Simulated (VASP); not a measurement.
# AlAu2 (I4/mmm) in VASP: notebook

Runs on AlAu2. Level: LDA. Tasks: single point.

All numbers are computed with VASP 6.6.1; they aren't measurements. Logs are shortened: lines on timing, memory, paths and dates and some standing lists are left out, and cuts for length are marked.

### 1 The cell of the first run

It takes space group I4/mmm (No. 139, tetragonal). The conventional cell has a = 3.276 Å, b = 3.276 Å, c = 8.811 Å, α = 90.00°, β = 90.00°, γ = 90.00°. Al (site symmetry 4/mmm) has 10 Au at 2.67 to 3.07 Å and 4 Al at 3.28 Å within 3.5 Å. Within 3.5 Å of Au (site symmetry 4mm) lie 9 Au at 2.67 to 3.28 Å and 5 Al at 2.67 to 3.07 Å.

### 2 Single point, LDA

File INCAR:

```
ALGO = Fast ; EDIFF = 1E-6
ENCUT = 520 ; ISIF = 2
ISMEAR = 0 ; LASPH = True
LCHARG = False ; LREAL = False
LWAVE = False ; NBANDS = 20
NELM = 60 ; PREC = Accurate
SIGMA = 0.15
```

File KPOINTS:

```
k-points
0
Gamma
  16 16 16
```

File POSCAR:

```
AlAu2
1.0
   -1.6379005816      1.6379005816      4.4052974043
    1.6379005816     -1.6379005816      4.4052974043
    1.6379005816      1.6379005816     -4.4052974043
Al Au
1 2
Direct
    0.0000000000      0.0000000000      0.0000000000
    0.6512674388      0.6512674388      0.0000000000
    0.3487325612      0.3487325612      0.0000000000
```

Potentials or basis: VASP PAW LDA potentials, release 64 (Al, Au).

On the command line:

```sh
cat potpaw_LDA.64/Al/POTCAR potpaw_LDA.64/Au/POTCAR > POTCAR
mpirun -np 1 vasp_std > vasp.out
```

OUTCAR:

```text
EDIFF = 1E-6
   ENCUT = 520
   ISIF = 2
   ISMEAR = 0
   LASPH = True
   LREAL = False
   NELM = 60
   PREC = Accurate

 ion  position               nearest neighbor table
   1  0.000  0.000  0.000-   2 2.67   2 2.67   2 2.67   3 2.67   2 2.67   3 2.67   3 2.67   3 2.67
                             2 3.07   3 3.07
   2  0.651  0.651  0.000-   3 2.67   1 2.67   1 2.67   1 2.67   1 2.67   3 2.90   3 2.90   3 2.90
                             3 2.90   1 3.07
   3  0.349  0.349  0.000-   2 2.67   1 2.67   1 2.67   1 2.67   1 2.67   2 2.90   2 2.90   2 2.90
                             2 2.90   1 3.07

  LATTYP: Found a body centered tetragonal cell.
 ALAT       =     3.2758011632
 C/A-ratio  =     2.6896000000

  Lattice vectors:

 A1 = (  -1.6379005816,   1.6379005816,   4.4052974043)
 A2 = (   1.6379005816,  -1.6379005816,   4.4052974043)
 A3 = (   1.6379005816,   1.6379005816,  -4.4052974043)

Analysis of symmetry for initial positions (statically):
=====================================================================
 Subroutine PRICEL returns:
 Original cell was already a primitive cell.

 Routine SETGRP: Setting up the symmetry group for a
 body centered tetragonal supercell.

 Subroutine GETGRP returns: Found 16 space group operations
 (whereof 16 operations were pure point group operations)
 out of a pool of 16 trial point group operations.

The static configuration has the point symmetry D_4h.

Analysis of symmetry for dynamics (positions and initial velocities):
=====================================================================
 Subroutine PRICEL returns:
 Original cell was already a primitive cell.

 Routine SETGRP: Setting up the symmetry group for a
 body centered tetragonal supercell.

 Subroutine GETGRP returns: Found 16 space group operations
 (whereof 16 operations were pure point group operations)
 out of a pool of 16 trial point group operations.

The dynamic configuration has the point symmetry D_4h.

 Subroutine INISYM returns: Found 16 space group operations
 (whereof 16 operations are pure point group operations),
 and found     1 'primitive' translations

----------------------------------------------------------------------------------------

                                     Primitive cell

  volume of cell :      47.2727

  direct lattice vectors                    reciprocal lattice vectors
    -1.637900582  1.637900582  4.405297404     0.000000000  0.305268834  0.113499715
     1.637900582 -1.637900582  4.405297404     0.305268834  0.000000000  0.113499715
     1.637900582  1.637900582 -4.405297404     0.305268834  0.305268834  0.000000000

  length of vectors
     4.977156000  4.977156000  4.977156000     0.325685809  0.325685809  0.431715325

  position of ions in fractional coordinates (direct lattice)
     0.000000000  0.000000000  0.000000000
     0.651267439  0.651267439  0.000000000
     0.348732561  0.348732561  0.000000000

  ion indices of the primitive-cell ions
   primitive index   ion index
                 1           1
                 2           2
                 3           3

----------------------------------------------------------------------------------------

 KPOINTS: k-points

Automatic generation of k-mesh.
 Grid dimensions read from file:
 generate k-points for:   16   16   16

 Generating k-lattice:

  Cartesian coordinates                     Fractional coordinates (reciprocal lattice)
     0.000000000  0.019079302  0.007093732     0.062500000  0.000000000  0.000000000
     0.019079302  0.000000000  0.007093732     0.000000000  0.062500000  0.000000000
     0.019079302  0.019079302  0.000000000     0.000000000  0.000000000  0.062500000

  Length of vectors
     0.020355363  0.020355363  0.026982208

  Shift w.r.t. Gamma in fractional coordinates (k-lattice)
     0.000000000  0.000000000  0.000000000

 Subroutine IBZKPT returns following result:
 ===========================================

 Found    349 irreducible k-points:

 Following reciprocal coordinates:
            Coordinates               Weight
  0.000000  0.000000  0.000000      1.000000
  0.062500  0.000000  0.000000      8.000000
  0.125000  0.000000  0.000000      8.000000
  0.187500  0.000000 -0.000000      8.000000
  0.250000  0.000000  0.000000      8.000000
  0.312500 -0.000000  0.000000      8.000000
[... 16 lines left out ...]
 -0.125000  0.062500  0.000000     16.000000
 -0.062500  0.062500  0.000000      4.000000
 [... further k-points ...]
   k-points           NKPTS =    349   k-points in BZ     NKDIM =    349   number of bands    NBANDS=     20
   number of dos      NEDOS =    301   number of ions     NIONS =      3
   total plane-waves  NPLWV =  64000
   dimension x,y,z NGX =    40 NGY =   40 NGZ =   40
   dimension x,y,z NGXF=    80 NGYF=   80 NGZF=   80
   ions per type =               1   2
   NGX,Y,Z   is equivalent  to a cutoff of  13.36, 13.36, 13.36 a.u.
   NGXF,Y,Z  is equivalent  to a cutoff of  26.72, 26.72, 26.72 a.u.
 SYSTEM =  unknown system
   PREC   = accura    normal or accurate (medium, high low for compatibility)
   ISTART =      0    job   : 0-new  1-cont  2-samecut
   ICHARG =      2    charge: 1-file 2-atom 10-const
   ISPIN  =      1    spin polarized calculation?
   LNONCOLLINEAR =      F non collinear calculations
   LSORBIT =      F    spin-orbit coupling
   LASPH  =      T    aspherical Exc in radial PAW
   ENCUT  =  520.0 eV  38.22 Ry    6.18 a.u.   9.25  9.25  9.25*2*pi/ulx,y,z
   NELM   =     60;   NELMIN=  2; NELMDL= -5     # of ELM steps
   EDIFF  = 0.1E-05   stopping-criterion for ELM
   LREAL  =      F    real-space projection
   EDIFFG = 0.1E-04   stopping-criterion for IOM
   NSW    =      0    number of steps for IOM
   IBRION =     -1    ionic relax: 0-MD 1-quasi-New 2-CG
   NFREE  =      0    steps in history (QN), initial steepest desc. (CG)
   ISIF   =      2    stress and relaxation
   ISYM   =      2    0-nonsym 1-usesym 2-fastsym
   POTIM  = 0.5000    time-step for ionic-motion
   TEBEG  =    0.0;   TEEND  =   0.0 temperature during run
   PSTRESS=    0.0 pullay stress
   NELECT =      25.0000    total number of electrons
   NUPDOWN=      -1.0000    fix difference up-down
   EMIN   =  10.00;   EMAX   =-10.00  energy-range for DOS
   EFERMI =   0.00;   METHOD = LEGACY
[... 17 lines left out ...]
 RMM-DIIS sequential band-by-band and
 Gauss-broadening in eV      SIGMA  =   0.15
  energy-cutoff  :      520.00
  volume of cell :       47.27
 maximum number of plane-waves:      1300
 NGX is ok and might be reduce to    40

 number of electron      25.0000000 magnetization

 Free energy of the ion-electron system (eV)
  ---------------------------------------------------
  ext. energy  EPLUGINS =         0.00000000
  ---------------------------------------------------
  free energy    TOTEN  =       -14.14977063 eV

  energy without entropy =      -14.14346038  energy(sigma->0) =      -14.14661550

 E-fermi :  10.2432     XC(G=0): -12.4749

 val. band max:       10.2141975618   @ k =  -0.1875   0.1875   0.0625
 cond. band min:      10.2472224434   @ k =   0.4375   0.3125   0.0625
 fundamental gap:      0.0330248816
 Fermi energy:        10.2432056283

 k-point     1 :       0.0000    0.0000    0.0000
  band No.  band energies     occupation
      1      -1.1852      2.00000
      2       3.0979      2.00000
      3       3.6623      2.00000
      4       4.4005      2.00000
      5       4.6250      2.00000
      6       5.0503      2.00000
[... 12 lines left out ...]
     19      17.8055      0.00000
     20      19.5406      0.00000

 k-point     2 :       0.0625    0.0000    0.0000
  band No.  band energies     occupation
      1      -1.1126      2.00000
      2       3.1289      2.00000
      3       3.6788      2.00000
      4       4.3755      2.00000
      5       4.5462      2.00000
      6       4.8259      2.00000
[... 12 lines left out ...]
     19      18.5738      0.00000
     20      20.2244      0.00000

 k-point     3 :       0.1250    0.0000    0.0000
  band No.  band energies     occupation
      1      -0.8973      2.00000
      2       3.1985      2.00000
      3       3.7351      2.00000
      4       4.1429      2.00000
      5       4.5257      2.00000
      6       4.6096      2.00000
[... 12 lines left out ...]
     19      19.9029      0.00000
     20      21.2868      0.00000

 k-point     4 :       0.1875    0.0000   -0.0000
  band No.  band energies     occupation
      1      -0.5474      2.00000
      2       3.2336      2.00000
      3       3.7319      2.00000
      4       3.9283      2.00000
      5       4.4233      2.00000
      6       4.6091      2.00000
[... 12 lines left out ...]
     19      21.2647      0.00000
     20      21.9673      0.00000

 k-point     5 :       0.2500    0.0000    0.0000
  band No.  band energies     occupation
      1      -0.0784      2.00000
      2       3.1039      2.00000
      3       3.5649      2.00000
      4       4.0225      2.00000
      5       4.2776      2.00000
      6       4.7849      2.00000
[... 12 lines left out ...]
     19      21.9272      0.00000
     20      22.6214      0.00000

 k-point     6 :       0.3125   -0.0000    0.0000
  band No.  band energies     occupation
      1       0.4823      2.00000
      2       2.8304      2.00000
      3       3.5421      2.00000
      4       4.0614      2.00000
      5       4.1793      2.00000
      6       4.6579      2.00000
[... 12 lines left out ...]
     19      21.5502      0.00000
     20      22.2846      0.00000

 k-point     7 :       0.3750    0.0000   -0.0000
  band No.  band energies     occupation
      1       1.0863      2.00000
      2       2.5677      2.00000
      3       3.5640      2.00000
      4       4.0049      2.00000
      5       4.1306      2.00000
      6       4.4956      2.00000
[... 12 lines left out ...]
     19      20.6367      0.00000
     20      22.1513      0.00000
[... 277 lines left out ...]
 k-point    20 :      -0.3125    0.0625   -0.0000
  band No.  band energies     occupation
      1       0.4690      2.00000
      2       2.9044      2.00000
      3       3.5764      2.00000
      4       4.1309      2.00000
      5       4.1524      2.00000
      6       4.6713      2.00000
[... 12 lines left out ...]
     19      20.8542      0.00000
     20      22.5364      0.00000

 k-point    21 :      -0.2500    0.0625    0.0000
  band No.  band energies     occupation
      1      -0.0792      2.00000
      2       3.2233      2.00000
      3       3.5837      2.00000
      4       4.0937      2.00000
      5       4.2275      2.00000
      6       4.6929      2.00000
[... 12 lines left out ...]
     19      21.7648      0.00000
     20      22.6531      0.00000

 k-point    22 :      -0.1875    0.0625    0.0000
  band No.  band energies     occupation
      1      -0.5312      2.00000
      2       3.3634      2.00000
      3       3.7668      2.00000
      4       3.9437      2.00000
      5       4.3484      2.00000
      6       4.5636      2.00000
[... 12 lines left out ...]
     19      21.3013      0.00000
     20      22.4920      0.00000

 k-point    23 :      -0.1250    0.0625    0.0000
  band No.  band energies     occupation
      1      -0.8625      2.00000
      2       3.2918      2.00000
      3       3.7736      2.00000
      4       4.1526      2.00000
      5       4.4340      2.00000
      6       4.5549      2.00000
[... 12 lines left out ...]
     19      19.9264      0.00000
     20      21.8713      0.00000

 k-point    24 :      -0.0625    0.0625    0.0000
  band No.  band energies     occupation
      1      -1.0587      2.00000
      2       3.1877      2.00000
      3       3.7067      2.00000
      4       4.3759      2.00000
      5       4.4738      2.00000
      6       4.6882      2.00000
[... 12 lines left out ...]
     19      18.7667      0.00000
     20      20.8204      0.00000

 [... further k-points ...]

------------------------ aborting loop because EDIFF is reached ----------------------------------------

  FORCE on cell =-STRESS in cart. coord.  units (eV):
  Direction    XX          YY          ZZ          XY          YZ          ZX
  --------------------------------------------------------------------------------------
  -------------------------------------------------------------------------------------
  Total        0.0227567      0.0227567      0.6532401      0.0000000      0.0000000      0.0000000
  in kB        0.7712763      0.7712763     22.1397712      0.0000000      0.0000000      0.0000000
  external PRESSURE =       7.8941079 kB  Pullay stress =       0.0000000 kB

 VOLUME and BASIS-vectors are now :
 -----------------------------------------------------------------------------
  energy-cutoff  :      520.00
  volume of cell :       47.27
      direct lattice vectors                 reciprocal lattice vectors
    -1.637900582  1.637900582  4.405297404     0.000000000  0.305268834  0.113499715
     1.637900582 -1.637900582  4.405297404     0.305268834  0.000000000  0.113499715
     1.637900582  1.637900582 -4.405297404     0.305268834  0.305268834  0.000000000

 POSITION                                       TOTAL-FORCE (eV/Angst)
 -----------------------------------------------------------------------------------
      0.00000      0.00000      0.00000         0.000000      0.000000      0.000000
      0.00000      0.00000      5.73805         0.000000      0.000000      0.764927
      0.00000      0.00000      3.07254        -0.000000     -0.000000     -0.764927
 -----------------------------------------------------------------------------------
    total drift:                                0.000000     -0.000000      0.000000

  FREE ENERGIE OF THE ION-ELECTRON SYSTEM (eV)
  ---------------------------------------------------
  free  energy   TOTEN  =       -14.1497706262 eV

  energy  without entropy=      -14.1434603764  energy(sigma->0) =      -14.14661550
```

Run time: 5.3 min. Hardware: 1 thread of Intel Xeon Platinum 8488C (Sapphire Rapids), shared host; peak memory 0.43 GiB.

Results:

| Property | Result |
| --- | --- |
| Free energy | -14.1498 eV |
| Pressure | 0.8 GPa |
| Largest force | 0.765 eV/Å |
| Band gap on the k mesh | zero (an odd number of electrons rules out a gap without spin polarisation) |

Forces on the atoms (eV/Å):
```
Al   0.000  0.000  0.000
Au   0.000  0.000  0.765
Au   0.000  0.000 -0.765
```

Stress tensor (GPa, compression positive):
```
0.08 0.00 0.00
0.00 0.08 0.00
0.00 0.00 2.21
```

Caveat: spin-orbit coupling is left out, which moves the levels of the heavy elements.

### 3 Single point, LDA

File INCAR:

```
  ALGO = Fast
  EDIFF = 1E-6
  ENCUT = 520
  ISIF = 2
  ISMEAR = 0
  LASPH = True
  LCHARG = False
  LREAL = False
  LWAVE = False
  NBANDS = 20
  NELM = 80
  PREC = Accurate
  SIGMA = 0.15
```

KPOINTS is that of step 2.

File POSCAR:

```
AlAu2
1.0
   -1.6379005816      1.6379005816      4.4052974043
    1.6379005816     -1.6379005816      4.4052974043
    1.6379005816      1.6379005816     -4.4052974043
Al Au
1 2
Direct
    0.0000000000      0.0000000000      0.0000000000
    0.6397166978      0.6397166978      0.0000000000
    0.3602833022      0.3602833022      0.0000000000
```

Potentials or basis: VASP PAW LDA potentials, release 64 (Al, Au).

On the command line:

```sh
cat potpaw_LDA.64/Al/POTCAR potpaw_LDA.64/Au/POTCAR > POTCAR
mpirun -np 1 vasp_std > vasp.out
```

Wall time 5.5 min (1 thread of Intel Xeon Platinum 8488C (Sapphire Rapids), shared host); peak memory 0.43 GiB.

It converged, with:

```
Free energy            : -13.7168 eV
Pressure               : 7.6 GPa
Largest force          : 3.804 eV/Å
Band gap on the k mesh : zero (an odd number of electrons rules out a gap without spin polarisation)
```

Forces on the atoms (eV/Å):
```
Al   0.000  0.000  0.000
Au   0.000  0.000  3.804
Au   0.000  0.000 -3.804
```

Stress tensor (GPa, compression positive):
```
 1.56  0.00  0.00
 0.00  1.56  0.00
 0.00  0.00 19.61
```

Levels at points of the mesh, in eV from the Fermi level:
| k point | band 8 | band 9 | band 10 | band 11 | band 12 | band 13 | band 14 | band 15 | band 16 | band 17 |
| --- | --- | --- | --- | --- | --- | --- | --- | --- | --- | --- |
| (0.00, 0.00, 0.00) | -5.22 | -4.71 | -4.71 | -4.11 | -1.89 | 1.56 | 5.39 | 5.39 | 7.16 | 7.16 |
| (0.50, 0.00, 0.00) | -4.85 | -4.57 | -3.72 | -3.43 | -3.33 | -2.07 | 1.56 | 6.71 | 7.67 | 7.98 |
| (0.50, 0.50, 0.00) | -3.72 | -3.57 | -3.22 | -3.01 | -1.63 | 1.10 | 1.12 | 1.70 | 2.08 | 4.91 |
| (0.50, 0.50, 0.50) | -4.84 | -4.55 | -3.41 | -3.41 | -3.07 | 2.82 | 2.82 | 7.01 | 7.39 | 7.60 |

Caveat: the stress differs along the axes, from 2 to 20 GPa; spin-orbit coupling is left out, which moves the levels of the heavy elements; forces of over 1 eV/Å act on the atoms, so gaps and moduli don't describe the material at rest.

### 4 Single point, LDA

This run uses another cell than the first one, of the same volume but with other edges.

File INCAR:

```
SYSTEM = AlAu2
PREC = Accurate
ENCUT = 540
EDIFF = 1E-6
ISMEAR = 0
SIGMA = 0.15
LREAL = .False.
LASPH = .True.
NELM = 120
ALGO = Normal
ISIF = 2
LWAVE = .False.
LCHARG = .False.
NBANDS = 28
GGA_COMPAT = .False.
```

File KPOINTS:

```
Automatic mesh
0
Gamma
  16 16 16
  0 0 0
```

File POSCAR:

```
AlAu2
1.0
   -1.6988918846      1.6988918846      4.0946692203
    1.6988918846     -1.6988918846      4.0946692203
    1.6988918846      1.6988918846     -4.0946692203
Al Au
1 2
Direct
    0.0000000000      0.0000000000      0.0000000000
    0.6685935503      0.6685935503      0.0000000000
    0.3314064497      0.3314064497      0.0000000000
```

Potentials or basis: VASP PAW LDA potentials, release 64 (Al, Au_sv_GW).

On the command line:

```sh
cat potpaw_LDA.64/Al/POTCAR potpaw_LDA.64/Au_sv_GW/POTCAR > POTCAR
mpirun -np 1 vasp_std > vasp.out
```

Wall time 12 min (1 thread of Intel Xeon Platinum 8259CL at 2.50GHz (Skylake/Cascade Lake), shared host); peak memory 0.52 GiB.

It converged, with:

```yaml
Free_energy: -12.7833 eV
Pressure: 2.5 GPa
Largest_force: 0.825 eV/Å
Band_gap_on_the_k_mesh: zero (an odd number of electrons rules out a gap without spin polarisation)
```

Forces on the atoms (eV/Å):
```
Al   0.000  0.000  0.000
Au   0.000  0.000 -0.825
Au   0.000  0.000  0.825
```

Stress tensor (GPa, compression positive):
```
2.94 0.00 0.00
0.00 2.94 0.00
0.00 0.00 1.63
```

Levels at points of the mesh, in eV from the Fermi level:
```tsv
k point	band 17	band 18	band 19	band 20	band 21	band 22	band 23	band 24	band 25	band 26
(0.00, 0.00, 0.00)	-4.94	-4.62	-3.13	0.27	2.19	6.13	6.13	6.23	6.23	6.25
(0.50, 0.00, 0.00)	-3.77	-3.50	-3.09	-2.94	-1.98	2.39	6.98	7.77	8.26	8.51
(0.50, 0.50, 0.00)	-3.80	-3.74	-3.30	-1.54	0.68	0.78	2.17	2.58	6.82	7.11
(0.50, 0.50, 0.50)	-3.82	-3.82	-3.37	-2.98	2.14	2.14	6.56	7.25	8.54	11.95
```

Caveat: spin-orbit coupling is left out, which moves the levels of the heavy elements.

### 5 The runs side by side

```csv
potentials or basis,cell,cutoff (eV),gap on the mesh (eV),pressure (GPa),largest force (eV/Å)
"VASP PAW LDA potentials, release 64 (Al, Au)","a = 4.977 Å, angles 141.6, 141.6, 55.5°, 3 atoms, atomic positions A",520,none,0.8,0.76
"VASP PAW LDA potentials, release 64 (Al, Au)","a = 4.977 Å, angles 141.6, 141.6, 55.5°, 3 atoms, atomic positions B",520,none,7.6,3.80
"VASP PAW LDA potentials, release 64 (Al, Au_sv_GW)","a = 4.748 Å, angles 138.1, 138.1, 60.8°, 3 atoms, atomic positions C",540,none,2.5,0.82
```

Alike in all rows: task single point; level LDA; no spin polarisation; k mesh 16 × 16 × 16; smearing gaussian 0.15 eV.

Caveats: spin-orbit coupling is left out, which moves the levels of the heavy elements; the stress differs along the axes, from 2 to 20 GPa (at least some runs); forces of over 1 eV/Å act on the atoms, so gaps and moduli don't describe the material at rest (at least some runs).

Absolute energies hang on the potentials; compare differences alone.

The gap in the log of VASP goes by the Fermi energy; the results here count the filled bands.